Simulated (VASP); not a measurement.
# ScSi2 (P6/mmm) in VASP: further runs, part 2 of 2

VASP 6.6.1.

## 4. Single point, PBEsol (equal xx and yy strain of +1 %)

Input file INCAR:

```
SYSTEM = ScSi2
PREC     = Accurate       ! precision mode
ENCUT    = 520            ! plane-wave cutoff, eV
EDIFF    = 1E-7           ! SCF threshold, eV
ISMEAR   = -1             ! smearing method
SIGMA    = 0.05           ! smearing width, eV
LREAL    = .False.        ! projectors in reciprocal space
LASPH    = .True.         ! aspherical terms in the spheres
NELM     = 100            ! most SCF steps
ALGO     = Normal         ! electronic algorithm
ISIF     = 2              ! what is computed and relaxed
LWAVE    = .False.        ! write WAVECAR
LCHARG   = .False.        ! write CHGCAR
GGA      = PS             ! functional
NBANDS   = 16             ! bands
```

Input file KPOINTS:

```
regular mesh
0
Gamma
  13 13 11
  0 0 0
```

Input file POSCAR:

```
ScSi2
1.0
    3.6965986977      0.0000000000      0.0000000000
   -1.8482993488      3.2013483798      0.0000000000
    0.0000000000      0.0000000000      3.8700000000
Sc Si
1 2
Direct
    0.0000000000      0.0000000000      0.0000000000
    0.3333333333      0.6666666667      0.5000000000
    0.6666666667      0.3333333333      0.5000000000
```

Potentials or basis: VASP PAW PBE potentials, release 64 (Sc_sv, Si).

Command:

```bash
> cat potpaw_PBE.64/Sc_sv/POTCAR potpaw_PBE.64/Si/POTCAR > POTCAR
> mpirun -np 1 vasp_std > vasp.out
```

OUTCAR:

```text
SYSTEM = ScSi2
   PREC = Accurate
   ENCUT = 520
   EDIFF = 1E-7
   ISMEAR = -1
   LREAL = .False.
   LASPH = .True.
   NELM = 100
   ISIF = 2
   GGA = PS

 ion  position               nearest neighbor table
   1  0.000  0.000  0.000-   2 2.88   3 2.88   2 2.88   3 2.88   2 2.88   2 2.88   3 2.88   3 2.88
                             3 2.88   3 2.88   2 2.88   2 2.88
   2  0.333  0.667  0.500-   3 2.13   3 2.13   3 2.13   1 2.88   1 2.88   1 2.88   1 2.88   1 2.88
                             1 2.88
   3  0.667  0.333  0.500-   2 2.13   2 2.13   2 2.13   1 2.88   1 2.88   1 2.88   1 2.88   1 2.88
                             1 2.88

  LATTYP: Found a hexagonal cell.
 ALAT       =     3.6965986977
 C/A-ratio  =     1.0469083383

  Lattice vectors:

 A1 = (   3.6965986977,   0.0000000000,   0.0000000000)
 A2 = (  -1.8482993488,   3.2013483798,   0.0000000000)
 A3 = (   0.0000000000,   0.0000000000,   3.8700000000)

Analysis of symmetry for initial positions (statically):
=====================================================================
 Subroutine PRICEL returns:
 Original cell was already a primitive cell.

[... 172 lines left out ...]

 val. band max:        8.8902814389   @ k =   0.3077   0.1538   0.1818
 cond. band min:       8.9114237863   @ k =   0.1538  -0.0000   0.3636
 fundamental gap:      0.0211423474
 Fermi energy:         8.9063032724

 k-point     1 :       0.0000    0.0000    0.0000
  band No.  band energies     occupation
      1     -40.4825      2.00000
      2     -19.2638      2.00000
      3     -19.2115      2.00000
      4     -19.2115      2.00000
      5      -4.7585      2.00000
      6       5.4829      2.00000
[... 433 lines left out ...]
      3     -19.2366      2.00000
      4     -19.2169      2.00000
      5      -4.3674      2.00000
      6       3.9832      2.00000
[... 8 lines left out ...]
     15      11.6993      0.00000
     16      12.2242      0.00000

 [... further k-points ...]

------------------------ aborting loop because EDIFF is reached ----------------------------------------

  FORCE on cell =-STRESS in cart. coord.  units (eV):
  Direction    XX          YY          ZZ          XY          YZ          ZX
  --------------------------------------------------------------------------------------
  -------------------------------------------------------------------------------------
  Total        8.1183937      8.1183937     -1.0382490      0.0000000      0.0000000     -0.0000000
  in kB      284.0105545    284.0105545    -36.3216774      0.0000000      0.0000000     -0.0000000
  external PRESSURE =     177.2331439 kB  Pullay stress =       0.0000000 kB

 VOLUME and BASIS-vectors are now :
 -----------------------------------------------------------------------------
  energy-cutoff  :      520.00
  volume of cell :       45.80
      direct lattice vectors                 reciprocal lattice vectors
     3.696598698  0.000000000  0.000000000     0.270518950  0.156184189  0.000000000
    -1.848299349  3.201348380  0.000000000     0.000000000  0.312368378  0.000000000
     0.000000000  0.000000000  3.870000000     0.000000000  0.000000000  0.258397933

 POSITION                                       TOTAL-FORCE (eV/Angst)
 -----------------------------------------------------------------------------------
      0.00000      0.00000      0.00000        -0.000000      0.000000      0.000000
     -0.00000      2.13423      1.93500         0.000000     -0.000000      0.000000
      1.84830      1.06712      1.93500        -0.000000      0.000000      0.000000
 -----------------------------------------------------------------------------------
    total drift:                               -0.000000      0.000000      0.000000

  FREE ENERGIE OF THE ION-ELECTRON SYSTEM (eV)
  ---------------------------------------------------
  free  energy   TOTEN  =       -18.8626608605 eV

  energy  without entropy=      -18.8470745719  energy(sigma->0) =      -18.85486772
```

OSZICAR:

```text
N       E                     dE             d eps       ncg     rms          rms(c)
DAV:   1     0.117174983449E+03    0.11717E+03   -0.80306E+03  4032   0.111E+03
DAV:   2    -0.154157494086E+02   -0.13259E+03   -0.12925E+03  4168   0.326E+02
DAV:   3    -0.210003217241E+02   -0.55846E+01   -0.53962E+01  6280   0.640E+01
DAV:   4    -0.211052884061E+02   -0.10497E+00   -0.10490E+00  5088   0.862E+00
DAV:   5    -0.211084122691E+02   -0.31239E-02   -0.31237E-02  6160   0.144E+00    0.112E+01
DAV:   6    -0.189016127019E+02    0.22068E+01   -0.82202E+00  6664   0.271E+01    0.466E+00
DAV:   7    -0.188797678102E+02    0.21845E-01   -0.26262E-01  4992   0.355E+00    0.273E+00
DAV:   8    -0.188656429778E+02    0.14125E-01   -0.57111E-02  5968   0.264E+00    0.522E-01
DAV:   9    -0.188631052998E+02    0.25377E-02   -0.29625E-02  6248   0.179E+00    0.200E-01
DAV:  10    -0.188636041981E+02   -0.49890E-03   -0.13567E-02  6016   0.114E+00    0.192E-01
DAV:  11    -0.188626585932E+02    0.94560E-03   -0.41641E-03  5968   0.647E-01    0.114E-02
DAV:  12    -0.188626615336E+02   -0.29403E-05   -0.10309E-04  6376   0.649E-02    0.194E-02
DAV:  13    -0.188626608497E+02    0.68383E-06   -0.36973E-06  5840   0.169E-02    0.433E-03
DAV:  14    -0.188626608605E+02   -0.10817E-07   -0.29456E-07  4576   0.600E-03
   1 F= -.18862661E+02 E0= -.18854868E+02  d E =-.155863E-01
```

It took 2.1 min on 1 thread of Intel Xeon 8259CL, shared host; peak memory 0.23 GiB.

Results:

| Property | Result |
| --- | --- |
| Free energy | -18.8627 eV |
| Pressure | 17.7 GPa |
| Band gap on the k mesh | zero (an odd number of electrons rules out a gap without spin polarisation) |

Caveat: the cell differs from its parent crystal (equal xx and yy strain of +1 %); the stress differs along the axes, from -4 to 28 GPa; the PAW data sets were made with another functional, which shifts forces and pressure a little; an odd number of electrons without spin polarisation forces a metal; a magnetic or distorted state may lie lower.

## 5. Single point, PBEsol (equal xx and yy strain of +2 %)

Input file INCAR:

```
SYSTEM = ScSi2
ALGO = Normal ; EDIFF = 1E-6
ENCUT = 520 ; GGA = PS
ISIF = 2 ; ISMEAR = -1
LASPH = .True. ; LCHARG = .False.
LREAL = .False. ; LWAVE = .False.
NBANDS = 16 ; NELM = 100
PREC = Accurate ; SIGMA = 0.05
```

Input file KPOINTS:

```
k-points
0
Gamma
  13 13 11
  0 0 0
```

Input file POSCAR:

```
ScSi2
1.0
    3.7331986848      0.0000000000      0.0000000000
   -1.8665993424      3.2330448984      0.0000000000
    0.0000000000      0.0000000000      3.8700000000
Sc Si
1 2
Direct
    0.0000000000      0.0000000000      0.0000000000
    0.3333333333      0.6666666667      0.5000000000
    0.6666666667      0.3333333333      0.5000000000
```

Command:

```bash
> cat potpaw_PBE.64/Sc_sv/POTCAR potpaw_PBE.64/Si/POTCAR > POTCAR
> mpirun -np 1 vasp_std > vasp.out
```

Wall time 2.2 min (1 thread of Intel Xeon 8259CL, shared host); peak memory 0.23 GiB.

The run converged. Its results:

| Property | Result |
| --- | --- |
| Free energy | -19.0085 eV |
| Pressure | 13.7 GPa |
| Band gap on the k mesh | zero (an odd number of electrons rules out a gap without spin polarisation) |

Stress tensor (GPa, compression positive):
```
22.92  0.00  0.00
 0.00 22.92  0.00
 0.00  0.00 -4.62
```

Levels at points of the mesh, in eV from the Fermi level:
| k point | band 5 | band 6 | band 7 | band 8 | band 9 | band 10 | band 11 | band 12 | band 13 | band 14 |
| --- | --- | --- | --- | --- | --- | --- | --- | --- | --- | --- |
| (0.00, 0.00, 0.00) | -13.51 | -3.42 | -3.42 | -3.28 | -1.91 | 0.75 | 1.05 | 1.05 | 1.61 | 1.61 |

Caveat: the cell differs from its parent crystal (equal xx and yy strain of +2 %); the stress differs along the axes, from -5 to 23 GPa; the PAW data sets were made with another functional, which shifts forces and pressure a little; an odd number of electrons without spin polarisation forces a metal; a magnetic or distorted state may lie lower.

## 6. Overview

| cell | gap on the mesh (eV) | pressure (GPa) |
| --- | --- | --- |
| a = 3.587, b = 3.587, c = 3.870 Å, angles 90.0, 90.0, 120.0°, 3 atoms | none | 32.1 |
| a = 3.623, b = 3.623, c = 3.870 Å, angles 90.0, 90.0, 120.0°, 3 atoms | none | 26.9 |
| a = 3.697, b = 3.697, c = 3.870 Å, angles 90.0, 90.0, 120.0°, 3 atoms | none | 17.7 |
| a = 3.733, b = 3.733, c = 3.870 Å, angles 90.0, 90.0, 120.0°, 3 atoms | none | 13.7 |

Alike in all rows: task single point; level PBEsol; potentials or basis VASP PAW PBE potentials, release 64 (Sc_sv, Si); no spin polarisation; k mesh 13 × 13 × 11; cutoff (eV) 520; smearing fermi-dirac 0.05 eV.

Caveats: the PAW data sets were made with another functional, which shifts forces and pressure a little; an odd number of electrons without spin polarisation forces a metal; a magnetic or distorted state may lie lower; the stress differs along the axes, from -0 to 48 GPa (at least some runs); the stress differs along the axes, from -1 to 41 GPa (at least some runs); the stress differs along the axes, from -4 to 28 GPa (at least some runs); the stress differs along the axes, from -5 to 23 GPa (at least some runs).

Total energies depend on the potentials used, so only differences within one code and one set of settings carry meaning.

The gap in the log of VASP goes by the Fermi energy; the results here count the filled bands.